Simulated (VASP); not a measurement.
# Te (P3_121) in VASP: a series of runs

Te is run at these levels: PBE; tasks: single point.

Program: VASP 6.6.1. These are calculated values, not measurements. Logs are shortened: lines on timing, memory, paths and dates and some standing lists are left out, and cuts for length are marked.

## Step 1: The cell of the first run

Symmetry: P3_121, No. 152, trigonal system. The conventional cell has a = 4.713 Å, b = 4.713 Å, c = 5.350 Å, α = 90.00°, β = 90.00°, γ = 120.00°. Te (site symmetry 2) has 2 Te at 2.56 Å within 3.4 Å.

## Step 2: Single point, PBE

INCAR reads:

```
SYSTEM = Te
PREC = Accurate ; ENCUT = 520
EDIFF = 1E-6 ; ISMEAR = -1
SIGMA = 0.1 ; LREAL = .FALSE.
LASPH = .TRUE. ; NELM = 60
ALGO = Normal ; ISIF = 2
LWAVE = .FALSE. ; LCHARG = .FALSE.
GGA = PE ; NBANDS = 16
```

KPOINTS reads:

```
Automatic mesh
0
G
  5 5 4
  0 0 0
```

POSCAR reads:

```
Te
1.0
    4.7130170000      0.0000000000      0.0000000000
   -2.3565090000      4.0815940000      0.0000000000
    0.0000000000      0.0000000000      5.3496200000
Te
3
Direct
    0.2254000000      0.0000000000      0.3333300000
    0.0000000000      0.2254000000      0.6666600000
    0.7746000000      0.7746000000      0.0000000000
```

Potentials or basis: VASP PAW PBE potentials, release 64 (Te).

The run is started by

```bash
$ cat potpaw_PBE.64/Te/POTCAR > POTCAR
$ mpirun -np 1 vasp_std > vasp.out
```

OUTCAR:

```text
SYSTEM = Te
   PREC = Accurate
   ENCUT = 520
   EDIFF = 1E-6
   ISMEAR = -1
   LREAL = .FALSE.
   LASPH = .TRUE.
   NELM = 60
   ISIF = 2
   GGA = PE

 ion  position               nearest neighbor table
   1  0.225  0.000  0.333-   3 2.56   2 2.56
   2  0.000  0.225  0.667-   1 2.56   3 2.56
   3  0.775  0.775  0.000-   1 2.56   2 2.56

  LATTYP: Found a hexagonal cell.
 ALAT       =     4.7130170000
 C/A-ratio  =     1.1350733511

  Lattice vectors:

 A1 = (   4.7130170000,   0.0000000000,   0.0000000000)
 A2 = (  -2.3565090000,   4.0815940000,   0.0000000000)
 A3 = (   0.0000000000,   0.0000000000,   5.3496200000)

Analysis of symmetry for initial positions (statically):
=====================================================================
 Subroutine PRICEL returns:
 Original cell was already a primitive cell.

 Routine SETGRP: Setting up the symmetry group for a
 hexagonal supercell.

 Subroutine GETGRP returns: Found  2 space group operations
 (whereof  1 operations were pure point group operations)
 out of a pool of 24 trial point group operations.

The static configuration has the point symmetry C_1 .
 The point group associated with its full space group is C_2 .

Analysis of symmetry for dynamics (positions and initial velocities):
=====================================================================
 Subroutine PRICEL returns:
 Original cell was already a primitive cell.

 Routine SETGRP: Setting up the symmetry group for a
 hexagonal supercell.

 Subroutine GETGRP returns: Found  2 space group operations
 (whereof  1 operations were pure point group operations)
 out of a pool of 24 trial point group operations.

The dynamic configuration has the point symmetry C_1 .
 The point group associated with its full space group is C_2 .

 Subroutine INISYM returns: Found  2 space group operations
 (whereof  1 operations are pure point group operations),
 and found     1 'primitive' translations

----------------------------------------------------------------------------------------

                                     Primitive cell

  volume of cell :     102.9086

  direct lattice vectors                    reciprocal lattice vectors
     4.713017000  0.000000000  0.000000000     0.212178314  0.122501186  0.000000000
    -2.356509000  4.081594000  0.000000000     0.000000000  0.245002320  0.000000000
     0.000000000  0.000000000  5.349620000     0.000000000  0.000000000  0.186929165

  length of vectors
     4.713017000  4.713018592  5.349620000     0.245002403  0.245002320  0.186929165

  position of ions in fractional coordinates (direct lattice)
     0.225400000  0.000000000  0.333330000
     0.000000000  0.225400000  0.666660000
     0.774600000  0.774600000  0.000000000

  ion indices of the primitive-cell ions
   primitive index   ion index
                 1           1
                 2           2
                 3           3

----------------------------------------------------------------------------------------

 KPOINTS: Automatic mesh

Automatic generation of k-mesh.
 Grid dimensions read from file:
 generate k-points for:    5    5    4

 Generating k-lattice:

  Cartesian coordinates                     Fractional coordinates (reciprocal lattice)
     0.042435663  0.024500237  0.000000000     0.200000000  0.000000000  0.000000000
     0.000000000  0.049000464  0.000000000     0.000000000  0.200000000  0.000000000
     0.000000000  0.000000000  0.046732291     0.000000000  0.000000000  0.250000000

  Length of vectors
     0.049000481  0.049000464  0.046732291

  Shift w.r.t. Gamma in fractional coordinates (k-lattice)
     0.000000000  0.000000000  0.000000000

 Subroutine IBZKPT returns following result:
 ===========================================

 Found     33 irreducible k-points:

 Following reciprocal coordinates:
            Coordinates               Weight
  0.000000  0.000000  0.000000      1.000000
  0.200000 -0.000000  0.000000      4.000000
  0.000000  0.200000  0.000000      2.000000
  0.400000 -0.000000  0.000000      4.000000
  0.000000  0.400000  0.000000      2.000000
  0.200000  0.200000  0.000000      4.000000
[... 16 lines left out ...]
 -0.200000 -0.400000  0.250000      4.000000
  0.400000  0.400000  0.250000      4.000000
 [... further k-points ...]
   k-points           NKPTS =     33   k-points in BZ     NKDIM =     33   number of bands    NBANDS=     16
   number of dos      NEDOS =    301   number of ions     NIONS =      3
   total plane-waves  NPLWV =  51840
   dimension x,y,z NGX =    36 NGY =   36 NGZ =   40
   dimension x,y,z NGXF=    72 NGYF=   72 NGZF=   80
   ions per type =               3
   NGX,Y,Z   is equivalent  to a cutoff of  12.70, 12.70, 12.43 a.u.
   NGXF,Y,Z  is equivalent  to a cutoff of  25.40, 25.40, 24.86 a.u.
 SYSTEM =  Te
   PREC   = accura    normal or accurate (medium, high low for compatibility)
   ISTART =      0    job   : 0-new  1-cont  2-samecut
   ICHARG =      2    charge: 1-file 2-atom 10-const
   ISPIN  =      1    spin polarized calculation?
   LNONCOLLINEAR =      F non collinear calculations
   LSORBIT =      F    spin-orbit coupling
   LASPH  =      T    aspherical Exc in radial PAW
   ENCUT  =  520.0 eV  38.22 Ry    6.18 a.u.   8.76  8.76  9.95*2*pi/ulx,y,z
   NELM   =     60;   NELMIN=  2; NELMDL= -5     # of ELM steps
   EDIFF  = 0.1E-05   stopping-criterion for ELM
   LREAL  =      F    real-space projection
   EDIFFG = 0.1E-04   stopping-criterion for IOM
   NSW    =      0    number of steps for IOM
   IBRION =     -1    ionic relax: 0-MD 1-quasi-New 2-CG
   NFREE  =      0    steps in history (QN), initial steepest desc. (CG)
   ISIF   =      2    stress and relaxation
   ISYM   =      2    0-nonsym 1-usesym 2-fastsym
   POTIM  = 0.5000    time-step for ionic-motion
   TEBEG  =    0.0;   TEEND  =   0.0 temperature during run
   PSTRESS=    0.0 pullay stress
   NELECT =      18.0000    total number of electrons
   NUPDOWN=      -1.0000    fix difference up-down
   EMIN   =  10.00;   EMAX   =-10.00  energy-range for DOS
   EFERMI =   0.00;   METHOD = LEGACY
   ISMEAR =    -1;   SIGMA  =   0.10  broadening in eV -4-tet -1-fermi 0-gaus
   EFERMI_NEDOS =   21; number of points for ismear=-14 and -15
   IALGO  =     38    algorithm
   IMIX   =      4    mixing-type and parameters
     AMIX     =   0.40;   BMIX     =  1.00
     AMIX_MAG =   1.60;   BMIX_MAG =  1.00
  volume/ion in A,a.u.               =      34.30       231.49
  Fermi-wavevector in a.u.,A,eV,Ry     =   0.915549  1.730137 11.404819  0.838231
  Thomas-Fermi vector in A             =   2.040303
   LORBIT       =      0    0 simple, 1 ext, 2 COOP (PROOUT), +10 PAW based schemes
   GGA     = PE    functional components
   LHFCALC =     F    Hartree Fock is set to
   AEXX    =    0.0000 exact exchange contribution
   IVDW    =     0    specifies the selected vdW correction
   LEPSILON=     F    determine dielectric tensor
   LRPA    =     F    only Hartree local field effects (RPA)
 non-spin polarized calculation
  energy-cutoff  :      520.00
  volume of cell :      102.91
 maximum number of plane-waves:      2785
   NGX = 17   NGY = 17   NGZ = 19

 number of electron      18.0000000 magnetization

 Free energy of the ion-electron system (eV)
  ---------------------------------------------------
  ext. energy  EPLUGINS =         0.00000000
  ---------------------------------------------------
  free energy    TOTEN  =        -8.34890858 eV

  energy without entropy =       -8.34734659  energy(sigma->0) =       -8.34812758

 E-fermi :   6.4458     XC(G=0):  -8.8479

 val. band max:        5.9867221996   @ k =  -0.2000  -0.4000   0.5000
 cond. band min:       6.8387276132   @ k =   0.0000   0.0000   0.5000
 fundamental gap:      0.8520054136
 Fermi energy:         6.4457918713

 k-point     1 :       0.0000    0.0000    0.0000
  band No.  band energies     occupation
      1      -8.7366      2.00000
      2      -4.4860      2.00000
      3      -4.4859      2.00000
      4       2.0064      2.00000
      5       2.2754      2.00000
      6       2.2754      2.00000
[... 8 lines left out ...]
     15      11.0578      0.00000
     16      12.4594      0.00000

 k-point     2 :       0.2000   -0.0000    0.0000
  band No.  band energies     occupation
      1      -8.5916      2.00000
      2      -4.6266      2.00000
      3      -4.4511      2.00000
      4       1.1218      2.00000
      5       1.7654      2.00000
      6       2.3026      2.00000
[... 8 lines left out ...]
     15      11.8986      0.00000
     16      12.5337      0.00000

 k-point     3 :       0.0000    0.2000    0.0000
  band No.  band energies     occupation
      1      -8.5916      2.00000
      2      -4.6267      2.00000
      3      -4.4510      2.00000
      4       1.1218      2.00000
      5       1.7653      2.00000
      6       2.3026      2.00000
[... 8 lines left out ...]
     15      11.8986      0.00000
     16      12.5336      0.00000

 k-point     4 :       0.4000   -0.0000    0.0000
  band No.  band energies     occupation
      1      -8.3153      2.00000
      2      -4.9448      2.00000
      3      -4.3921      2.00000
      4       0.6387      2.00000
      5       1.2928      2.00000
      6       2.2148      2.00000
[... 8 lines left out ...]
     15      12.8819      0.00000
     16      14.0802      0.00000
[... 324 lines left out ...]
 k-point    22 :       0.4000    0.2000    0.2500
  band No.  band energies     occupation
      1      -7.9447      2.00000
      2      -5.9971      2.00000
      3      -3.6959      2.00000
      4       0.4616      2.00000
      5       0.6929      2.00000
      6       2.0850      2.00000
[... 8 lines left out ...]
     15      12.3526      0.00000
     16      13.4271      0.00000

 k-point    23 :      -0.2000   -0.4000    0.2500
  band No.  band energies     occupation
      1      -7.9447      2.00000
      2      -5.9971      2.00000
      3      -3.6959      2.00000
      4       0.4616      2.00000
      5       0.6929      2.00000
      6       2.0850      2.00000
[... 8 lines left out ...]
     15      12.3526      0.00000
     16      13.4271      0.00000

 k-point    24 :       0.4000    0.4000    0.2500
  band No.  band energies     occupation
      1      -7.9447      2.00000
      2      -5.9971      2.00000
      3      -3.6959      2.00000
      4       0.4616      2.00000
      5       0.6929      2.00000
      6       2.0850      2.00000
[... 8 lines left out ...]
     15      12.3526      0.00000
     16      13.4271      0.00000

 [... further k-points ...]

------------------------ aborting loop because EDIFF is reached ----------------------------------------

  FORCE on cell =-STRESS in cart. coord.  units (eV):
  Direction    XX          YY          ZZ          XY          YZ          ZX
  --------------------------------------------------------------------------------------
  -------------------------------------------------------------------------------------
  Total        6.7435963      6.7428791     12.2741319     -0.0000008      0.0006962     -0.0000000
  in kB      104.9905958    104.9794300    191.0951322     -0.0000129      0.0108398     -0.0000000
  external PRESSURE =     133.6883860 kB  Pullay stress =       0.0000000 kB

 VOLUME and BASIS-vectors are now :
 -----------------------------------------------------------------------------
  energy-cutoff  :      520.00
  volume of cell :      102.91
      direct lattice vectors                 reciprocal lattice vectors
     4.713017000  0.000000000  0.000000000     0.212178314  0.122501186  0.000000000
    -2.356509000  4.081594000  0.000000000     0.000000000  0.245002320  0.000000000
     0.000000000  0.000000000  5.349620000     0.000000000  0.000000000  0.186929165

 POSITION                                       TOTAL-FORCE (eV/Angst)
 -----------------------------------------------------------------------------------
      1.06231      0.00000      1.78319         3.427448      0.000000      0.000000
     -0.53116      0.91999      3.56638        -1.713724      2.967920      0.000380
      1.82535      3.16160      0.00000        -1.713723     -2.967920     -0.000380
 -----------------------------------------------------------------------------------
    total drift:                               -0.000002     -0.000001      0.000000

  FREE ENERGIE OF THE ION-ELECTRON SYSTEM (eV)
  ---------------------------------------------------
  free  energy   TOTEN  =        -8.3489085770 eV

  energy  without entropy=       -8.3473465851  energy(sigma->0) =       -8.34812758
```

Run time: 68 s. Hardware: 1 thread of AMD EPYC 7R13, shared host; peak memory 0.2 GiB.

What came out:

| Property | Result |
| --- | --- |
| Free energy | -8.3489 eV |
| Pressure | 13.4 GPa |
| Largest force | 3.427 eV/Å |
| Band gap on the k mesh | 0.85 eV (least direct gap 1.24 eV) |

Forces in eV/Å, atoms in the order of the input:
```
Te   3.427  0.000  0.000
Te  -1.714  2.968  0.000
Te  -1.714 -2.968  0.000
```

Levels at points of the mesh, in eV from the valence-band top:
| k point | band 6 | band 7 | band 8 | band 9 | band 10 | band 11 | band 12 | band 13 |
| --- | --- | --- | --- | --- | --- | --- | --- | --- |
| (0.00, 0.00, 0.00) | -3.71 | -2.45 | -2.45 | -0.71 | 1.69 | 1.69 | 1.72 | 4.70 |
| (0.00, 0.00, 0.50) | -3.49 | -1.91 | -1.91 | -1.48 | 0.85 | 0.85 | 0.91 | 4.28 |

Caveat: the stress differs along the axes, from 10 to 19 GPa; spin-orbit coupling is left out, which moves the levels of the heavy elements; forces of over 1 eV/Å act on the atoms, so gaps and moduli don't describe the material at rest.

## Step 3: Single point, PBE

INCAR reads:

```
PREC     = Accurate       # precision mode
ENCUT    = 520            # plane-wave cutoff, eV
EDIFF    = 1E-6           # SCF threshold, eV
ISMEAR   = 1              # smearing method
SIGMA    = 0.1            # smearing width, eV
LREAL    = F              # projectors in reciprocal space
LASPH    = T              # aspherical terms in the spheres
NELM     = 80             # most SCF steps
ALGO     = Normal         # electronic algorithm
ISIF     = 2              # what is computed and relaxed
LWAVE    = F              # write WAVECAR
LCHARG   = T              # write CHGCAR
GGA      = PE             # functional
LELF     = T              # ELF
LVHAR    = T            
NBANDS   = 16             # bands
```

KPOINTS reads:

```
regular mesh
0
Gamma
  5 5 4
```

POSCAR is that of step 2.

Potentials or basis: VASP PAW PBE potentials, release 64 (Te).

The run is started by

```bash
$ cat potpaw_PBE.64/Te/POTCAR > POTCAR
$ mpirun -np 1 vasp_std > vasp.out
```

Run time: 78 s. Hardware: 1 thread of AMD EPYC 7R13, shared host; peak memory 0.2 GiB.

Results (log left out):

```
Free energy            : -8.3483 eV
Pressure               : 13.4 GPa
Largest force          : 3.426 eV/Å
Band gap on the k mesh : 0.85 eV (least direct gap 1.24 eV)
```

Forces in eV/Å, atoms in the order of the input:
```
Te   3.426  0.000  0.000
Te  -1.713  2.967  0.000
Te  -1.713 -2.967  0.000
```

Stress tensor (GPa, compression positive):
```
10.50  0.00  0.00
 0.00 10.50  0.00
 0.00  0.00 19.11
```

Levels at points of the mesh, in eV from the valence-band top:
```tsv
k point	band 7	band 8	band 9	band 10	band 11	band 12
(0.00, 0.00, 0.00)	-2.45	-2.45	-0.71	1.69	1.69	1.72
(0.00, 0.00, 0.50)	-1.91	-1.91	-1.48	0.85	0.85	0.91
```

Caveat: the stress differs along the axes, from 11 to 19 GPa; spin-orbit coupling is left out, which moves the levels of the heavy elements; forces of over 1 eV/Å act on the atoms, so gaps and moduli don't describe the material at rest. A k mesh can miss the band edges.

## Step 4: Single point, PBE

INCAR reads:

```
  ALGO = Normal
  EDIFF = 1E-6
  ENCUT = 520
  GGA = PE
  ISIF = 2
  ISMEAR = 0
  LASPH = True
  LCHARG = True
  LELF = True
  LREAL = False
  LVHAR = True
  LWAVE = False
  NBANDS = 16
  NELM = 80
  PREC = Accurate
  SIGMA = 0.01
```

KPOINTS reads:

```
k-points
0
Gamma
  8 8 6
```

POSCAR is that of step 3.

The run is started by

```bash
$ cat potpaw_PBE.64/Te/POTCAR > POTCAR
$ mpirun -np 1 vasp_std > vasp.out
```

It took 3.3 min on 1 thread of AMD EPYC 7R13, shared host; peak memory 0.28 GiB.

Results (log left out):

* Free energy: -8.3508 eV
* Pressure: 13.4 GPa
* Largest force: 3.425 eV/Å
* Band gap on the k mesh: 0.82 eV (least direct gap 1.17 eV)

Forces on the atoms (eV/Å):
```
Te   3.425  0.000  0.000
Te  -1.713  2.966  0.000
Te  -1.713 -2.966  0.000
```

Stress tensor (GPa, compression positive):
```
10.49  0.00  0.00
 0.00 10.49  0.00
 0.00  0.00 19.09
```

Levels at points of the mesh, in eV from the valence-band top:
| k point | band 7 | band 8 | band 9 | band 10 | band 11 | band 12 |
| --- | --- | --- | --- | --- | --- | --- |
| (0.00, 0.00, 0.00) | -2.49 | -2.49 | -0.75 | 1.65 | 1.65 | 1.68 |
| (0.50, 0.00, 0.00) | -3.09 | -2.03 | -1.29 | 1.59 | 2.00 | 3.63 |
| (0.00, 0.50, 0.00) | -3.09 | -2.03 | -1.29 | 1.59 | 2.00 | 3.63 |
| (0.00, 0.00, 0.50) | -1.95 | -1.95 | -1.51 | 0.82 | 0.82 | 0.87 |
| (0.50, 0.00, 0.50) | -2.29 | -1.74 | 0.00 | 1.48 | 2.31 | 2.74 |
| (0.00, 0.50, 0.50) | -2.29 | -1.74 | 0.00 | 1.48 | 2.31 | 2.74 |

Caveat: the stress differs along the axes, from 10 to 19 GPa; spin-orbit coupling is left out, which moves the levels of the heavy elements; forces of over 1 eV/Å act on the atoms, so gaps and moduli don't describe the material at rest. A k mesh can miss the band edges.

## Step 5: Summary

```csv
k mesh,smearing,gap on the mesh (eV),pressure (GPa),largest force (eV/Å)
5 × 5 × 4,fermi-dirac 0.1 eV,0.85,13.4,3.43
5 × 5 × 4,methfessel-paxton 0.1 eV,0.85,13.4,3.43
8 × 8 × 6,gaussian 0.01 eV,0.82,13.4,3.43
```

Alike in all rows: task single point; level PBE; potentials or basis VASP PAW PBE potentials, release 64 (Te); no spin polarisation; cell as given; cutoff (eV) 520.

Caveats: spin-orbit coupling is left out, which moves the levels of the heavy elements; forces of over 1 eV/Å act on the atoms, so gaps and moduli don't describe the material at rest; the stress differs along the axes, from 10 to 19 GPa (at least some runs); the stress differs along the axes, from 11 to 19 GPa (at least some runs).

Total energies depend on the potentials used, so only differences within one code and one set of settings carry meaning.
